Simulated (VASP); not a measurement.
# La6N (P-3m1) in VASP: notebook

The runs below take La6N through single point, with PBE.

Everything below comes from runs of VASP 6.6.1. Logs are shortened: lines on timing, memory, paths and dates and some standing lists are left out, and cuts for length are marked.

## (1) The cell of the first run

The structure is trigonal, space group P-3m1 (No. 164). Conventional cell: a = 3.713 Å, b = 3.713 Å, c = 18.910 Å, α = 90.00°, β = 90.00°, γ = 120.00°. La (site symmetry 3m) has 12 La at 3.65 to 3.77 Å within 4.8 Å. La (site symmetry 3m) has 3 N at 2.57 Å within 3.4 Å. La (site symmetry 3m) has 12 La at 3.65 to 4.13 Å within 4.8 Å. Within 3.4 Å of N (site symmetry -3m) lie 6 La at 2.57 Å.

## (2) Single point, PBE

INCAR

```
SYSTEM = La6N
PREC = Accurate
ENCUT = 520
EDIFF = 1E-6
ISMEAR = 0
SIGMA = 0.1
LREAL = .False.
LASPH = .True.
NELM = 100
ALGO = Normal
ISIF = 2
LWAVE = .False.
LCHARG = .False.
GGA = PE
NBANDS = 44
```

KPOINTS

```
Automatic mesh
0
Gamma
  12 12 2
  0 0 0
```

POSCAR

```
La6N
1.0
    3.7131551541      0.0000000000      0.0000000000
   -1.8565775771      3.2156866916      0.0000000000
    0.0000000000      0.0000000000     18.9096076435
La N
6 1
Direct
    0.3333333333      0.6666666667      0.4179139527
    0.6666666667      0.3333333333      0.5820860473
    0.3333333333      0.6666666667      0.0748170627
    0.6666666667      0.3333333333      0.9251829373
    0.0000000000      0.0000000000      0.7383142982
    0.0000000000      0.0000000000      0.2616857018
    0.0000000000      0.0000000000      0.0000000000
```

Potentials or basis: VASP PAW PBE potentials, release 64 (La, N).

Started as:

```
> cat potpaw_PBE.64/La/POTCAR potpaw_PBE.64/N/POTCAR > POTCAR
> mpirun -np 1 vasp_std > vasp.out
```

OUTCAR:

```text
SYSTEM = La6N
   PREC = Accurate
   ENCUT = 520
   EDIFF = 1E-6
   ISMEAR = 0
   LREAL = .False.
   LASPH = .True.
   NELM = 100
   ISIF = 2
   GGA = PE

 ion  position               nearest neighbor table
   1  0.333  0.667  0.418-   6 3.65   6 3.65   6 3.65
   2  0.667  0.333  0.582-   5 3.65   5 3.65   5 3.65
   3  0.333  0.667  0.075-   7 2.57   7 2.57   7 2.57   4 3.55   4 3.55   4 3.55
   4  0.667  0.333  0.925-   7 2.57   7 2.57   7 2.57   3 3.55   3 3.55   3 3.55
   5  0.000  0.000  0.738-   2 3.65   2 3.65   2 3.65
   6  0.000  0.000  0.262-   1 3.65   1 3.65   1 3.65
   7  0.000  0.000  0.000-   3 2.57   4 2.57   3 2.57   4 2.57   4 2.57   3 2.57

  LATTYP: Found a hexagonal cell.
 ALAT       =     3.7131551541
 C/A-ratio  =     5.0925983049

  Lattice vectors:

 A1 = (   3.7131551541,   0.0000000000,   0.0000000000)
 A2 = (  -1.8565775771,   3.2156866916,   0.0000000000)
 A3 = (   0.0000000000,   0.0000000000,  18.9096076435)

Analysis of symmetry for initial positions (statically):
=====================================================================
 Subroutine PRICEL returns:
 Original cell was already a primitive cell.

 Routine SETGRP: Setting up the symmetry group for a
 hexagonal supercell.

 Subroutine GETGRP returns: Found 12 space group operations
 (whereof 12 operations were pure point group operations)
 out of a pool of 24 trial point group operations.

The static configuration has the point symmetry D_3d.

Analysis of symmetry for dynamics (positions and initial velocities):
=====================================================================
 Subroutine PRICEL returns:
 Original cell was already a primitive cell.

 Routine SETGRP: Setting up the symmetry group for a
 hexagonal supercell.

 Subroutine GETGRP returns: Found 12 space group operations
 (whereof 12 operations were pure point group operations)
 out of a pool of 24 trial point group operations.

The dynamic configuration has the point symmetry D_3d.

 Subroutine INISYM returns: Found 12 space group operations
 (whereof 12 operations are pure point group operations),
 and found     1 'primitive' translations

----------------------------------------------------------------------------------------

                                     Primitive cell

  volume of cell :     225.7872

  direct lattice vectors                    reciprocal lattice vectors
     3.713155154  0.000000000  0.000000000     0.269312743  0.155487785  0.000000000
    -1.856577577  3.215686692  0.000000000     0.000000000  0.310975569  0.000000000
     0.000000000  0.000000000 18.909607643     0.000000000  0.000000000  0.052883170

  length of vectors
     3.713155154  3.713155154 18.909607643     0.310975569  0.310975569  0.052883170

  position of ions in fractional coordinates (direct lattice)
     0.333333333  0.666666667  0.417913953
     0.666666667  0.333333333  0.582086047
     0.333333333  0.666666667  0.074817063
     0.666666667  0.333333333  0.925182937
     0.000000000  0.000000000  0.738314298
     0.000000000  0.000000000  0.261685702
     0.000000000  0.000000000  0.000000000

  ion indices of the primitive-cell ions
   primitive index   ion index
                 1           1
                 2           2
                 3           3
                 4           4
                 5           5
                 6           6
                 7           7

----------------------------------------------------------------------------------------

 KPOINTS: Automatic mesh

Automatic generation of k-mesh.
 Grid dimensions read from file:
 generate k-points for:   12   12    2

 Generating k-lattice:

  Cartesian coordinates                     Fractional coordinates (reciprocal lattice)
     0.022442729  0.012957315  0.000000000     0.083333333  0.000000000  0.000000000
     0.000000000  0.025914631  0.000000000     0.000000000  0.083333333  0.000000000
     0.000000000  0.000000000  0.026441585     0.000000000  0.000000000  0.500000000

  Length of vectors
     0.025914631  0.025914631  0.026441585

  Shift w.r.t. Gamma in fractional coordinates (k-lattice)
     0.000000000  0.000000000  0.000000000

 Subroutine IBZKPT returns following result:
 ===========================================

 Found     38 irreducible k-points:

 Following reciprocal coordinates:
            Coordinates               Weight
  0.000000  0.000000  0.000000      1.000000
  0.083333 -0.000000  0.000000      6.000000
  0.166667 -0.000000  0.000000      6.000000
  0.250000 -0.000000  0.000000      6.000000
  0.333333 -0.000000  0.000000      6.000000
  0.416667 -0.000000  0.000000      6.000000
[... 16 lines left out ...]
  0.250000 -0.000000  0.500000      6.000000
  0.333333 -0.000000  0.500000      6.000000
 [... further k-points ...]
   k-points           NKPTS =     38   k-points in BZ     NKDIM =     38   number of bands    NBANDS=     44
   number of dos      NEDOS =    301   number of ions     NIONS =      7
   total plane-waves  NPLWV = 112896
   dimension x,y,z NGX =    28 NGY =   28 NGZ =  144
   dimension x,y,z NGXF=    56 NGYF=   56 NGZF=  288
   ions per type =               6   1
   NGX,Y,Z   is equivalent  to a cutoff of  12.54, 12.54, 12.66 a.u.
   NGXF,Y,Z  is equivalent  to a cutoff of  25.07, 25.07, 25.32 a.u.
 SYSTEM =  La6N
   PREC   = accura    normal or accurate (medium, high low for compatibility)
   ISTART =      0    job   : 0-new  1-cont  2-samecut
   ICHARG =      2    charge: 1-file 2-atom 10-const
   ISPIN  =      1    spin polarized calculation?
   LNONCOLLINEAR =      F non collinear calculations
   LSORBIT =      F    spin-orbit coupling
   LASPH  =      T    aspherical Exc in radial PAW
   ENCUT  =  520.0 eV  38.22 Ry    6.18 a.u.   6.90  6.90 35.16*2*pi/ulx,y,z
   NELM   =    100;   NELMIN=  2; NELMDL= -5     # of ELM steps
   EDIFF  = 0.1E-05   stopping-criterion for ELM
   LREAL  =      F    real-space projection
   EDIFFG = 0.1E-04   stopping-criterion for IOM
   NSW    =      0    number of steps for IOM
   IBRION =     -1    ionic relax: 0-MD 1-quasi-New 2-CG
   NFREE  =      0    steps in history (QN), initial steepest desc. (CG)
   ISIF   =      2    stress and relaxation
   ISYM   =      2    0-nonsym 1-usesym 2-fastsym
   POTIM  = 0.5000    time-step for ionic-motion
   TEBEG  =    0.0;   TEEND  =   0.0 temperature during run
   PSTRESS=    0.0 pullay stress
   NELECT =      71.0000    total number of electrons
   NUPDOWN=      -1.0000    fix difference up-down
   EMIN   =  10.00;   EMAX   =-10.00  energy-range for DOS
   EFERMI =   0.00;   METHOD = LEGACY
   ISMEAR =     0;   SIGMA  =   0.10  broadening in eV -4-tet -1-fermi 0-gaus
   EFERMI_NEDOS =   21; number of points for ismear=-14 and -15
   IALGO  =     38    algorithm
   IMIX   =      4    mixing-type and parameters
     AMIX     =   0.40;   BMIX     =  1.00
     AMIX_MAG =   1.60;   BMIX_MAG =  1.00
  volume/ion in A,a.u.               =      32.26       217.67
  Fermi-wavevector in a.u.,A,eV,Ry     =   1.113255  2.103746 16.862187  1.239336
  Thomas-Fermi vector in A             =   2.249837
   LORBIT       =      0    0 simple, 1 ext, 2 COOP (PROOUT), +10 PAW based schemes
   GGA     = PE    functional components
   LHFCALC =     F    Hartree Fock is set to
   AEXX    =    0.0000 exact exchange contribution
   IVDW    =     0    specifies the selected vdW correction
   LEPSILON=     F    determine dielectric tensor
   LRPA    =     F    only Hartree local field effects (RPA)
 non-spin polarized calculation
 Gauss-broadening in eV      SIGMA  =   0.10
  energy-cutoff  :      520.00
  volume of cell :      225.79
 maximum number of plane-waves:      6112
 NGX is ok and might be reduce to    28
   NGX = 13   NGY = 13   NGZ = 71

 number of electron      71.0000000 magnetization

 Free energy of the ion-electron system (eV)
  ---------------------------------------------------
  ext. energy  EPLUGINS =         0.00000000
  ---------------------------------------------------
  free energy    TOTEN  =       -40.33398859 eV

  energy without entropy =      -40.29671826  energy(sigma->0) =      -40.31535342

 E-fermi :   7.9559     XC(G=0):  -9.6641

 val. band max:        7.9550655864   @ k =   0.2500   0.0833   0.5000
 cond. band min:       7.9607940943   @ k =   0.3333   0.2500   0.5000
 fundamental gap:      0.0057285079
 Fermi energy:         7.9559477718

 k-point     1 :       0.0000    0.0000    0.0000
  band No.  band energies     occupation
      1     -24.8941      2.00000
      2     -24.8789      2.00000
      3     -24.7518      2.00000
      4     -24.7363      2.00000
      5     -24.6695      2.00000
      6     -24.5412      2.00000
[... 36 lines left out ...]
     43       9.4348      0.00000
     44       9.4443      0.00000

 k-point     2 :       0.0833   -0.0000    0.0000
  band No.  band energies     occupation
      1     -24.8827      2.00000
      2     -24.8684      2.00000
      3     -24.7409      2.00000
      4     -24.7248      2.00000
      5     -24.6624      2.00000
      6     -24.5337      2.00000
[... 36 lines left out ...]
     43       9.4282      0.00000
     44       9.5041      0.00000

 k-point     3 :       0.1667   -0.0000    0.0000
  band No.  band energies     occupation
      1     -24.8512      2.00000
      2     -24.8395      2.00000
      3     -24.7137      2.00000
      4     -24.6901      2.00000
      5     -24.6431      2.00000
      6     -24.5137      2.00000
[... 36 lines left out ...]
     43       9.4128      0.00000
     44       9.5094      0.00000

 k-point     4 :       0.2500   -0.0000    0.0000
  band No.  band energies     occupation
      1     -24.8073      2.00000
      2     -24.7993      2.00000
      3     -24.6784      2.00000
      4     -24.6376      2.00000
      5     -24.6177      2.00000
      6     -24.4878      2.00000
[... 882 lines left out ...]
     43       9.2272      0.00000
     44       9.2714      0.00000

 k-point    23 :       0.2500   -0.0000    0.5000
  band No.  band energies     occupation
      1     -24.8070      2.00000
      2     -24.7997      2.00000
      3     -24.6780      2.00000
      4     -24.6385      2.00000
      5     -24.6171      2.00000
      6     -24.4878      2.00000
[... 36 lines left out ...]
     43       9.1220      0.00000
     44       9.2061      0.00000

 k-point    24 :       0.3333   -0.0000    0.5000
  band No.  band energies     occupation
      1     -24.7621      2.00000
      2     -24.7582      2.00000
      3     -24.6426      2.00000
      4     -24.5943      2.00000
      5     -24.5798      2.00000
      6     -24.4649      2.00000
[... 36 lines left out ...]
     43       9.4011      0.00000
     44       9.4378      0.00000

 [... further k-points ...]
[... 5 lines left out ...]
  --------------------------------------------------------------------------------------
  -------------------------------------------------------------------------------------
  Total        0.0649097      0.0649097      0.0613309     -0.0000000      0.0000000     -0.0000000
  in kB        0.4605970      0.4605970      0.4352020     -0.0000000      0.0000000     -0.0000000
  external PRESSURE =       0.4521320 kB  Pullay stress =       0.0000000 kB

 VOLUME and BASIS-vectors are now :
 -----------------------------------------------------------------------------
  energy-cutoff  :      520.00
  volume of cell :      225.79
      direct lattice vectors                 reciprocal lattice vectors
     3.713155154  0.000000000  0.000000000     0.269312743  0.155487785  0.000000000
    -1.856577577  3.215686692  0.000000000     0.000000000  0.310975569  0.000000000
     0.000000000  0.000000000 18.909607643     0.000000000  0.000000000  0.052883170

 POSITION                                       TOTAL-FORCE (eV/Angst)
 -----------------------------------------------------------------------------------
     -0.00000      2.14379      7.90259        -0.000000      0.000000      0.010166
      1.85658      1.07190     11.00702         0.000000      0.000000     -0.010166
     -0.00000      2.14379      1.41476        -0.000000     -0.000000     -0.010875
      1.85658      1.07190     17.49485        -0.000000      0.000000      0.010875
      0.00000      0.00000     13.96123         0.000000      0.000000      0.013122
      0.00000      0.00000      4.94837         0.000000      0.000000     -0.013122
      0.00000      0.00000      0.00000         0.000000      0.000000      0.000000
 -----------------------------------------------------------------------------------
    total drift:                                0.000000     -0.000000      0.000000

  FREE ENERGIE OF THE ION-ELECTRON SYSTEM (eV)
  ---------------------------------------------------
  free  energy   TOTEN  =       -40.3339885867 eV

  energy  without entropy=      -40.2967182596  energy(sigma->0) =      -40.31535342
```

It took 11 min on 1 thread of AMD EPYC 7R13, shared host; peak memory 0.52 GiB.

What came out:

| Property | Result |
| --- | --- |
| Free energy | -40.3340 eV |
| Pressure | 0.0 GPa |
| Largest force | 0.013 eV/Å |

Forces in eV/Å, atoms in the order of the input:
```
La   0.000  0.000  0.010
La   0.000  0.000 -0.010
La   0.000  0.000 -0.011
La   0.000  0.000  0.011
La   0.000  0.000  0.013
La   0.000  0.000 -0.013
N    0.000  0.000  0.000
```

Caveat: spin-orbit coupling is left out, which moves the levels of the heavy elements.

(Part 1 of 2 ends here.)
